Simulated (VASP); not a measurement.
Runs of VASP 6.6.1 on Na2S. The structure is cubic, space group Fm-3m (No. 225). The conventional cell has a = 6.547 Å, b = 6.547 Å, c = 6.547 Å, α = 90.00°, β = 90.00°, γ = 90.00°. Na (site symmetry -43m) has 4 S at 2.83 Å and 6 Na at 3.27 Å within 3.7 Å. Within 3.7 Å of S (site symmetry m-3m) lie 8 Na at 2.83 Å. 

```csv
k mesh,gap on the mesh (eV),pressure (GPa)
8 × 8 × 8,2.36,-0.5
4 × 4 × 4,2.36,-0.5
2 × 2 × 2,2.26,(a)
6 × 6 × 6,2.36,-0.5
```

Alike in all rows: task single point; level PBEsol; potentials or basis VASP PAW PBE potentials, release 64 (Na_pv, S); no spin polarisation; cell as given; cutoff (eV) 500; smearing gaussian 0.01 eV.

**Question.** Fill in the values left out.

**Answer.** (a) 0.2.

Caveats: some runs use coarse meshes; the PAW data sets were made with another functional, which shifts forces and pressure a little.

A k mesh can miss the band edges.
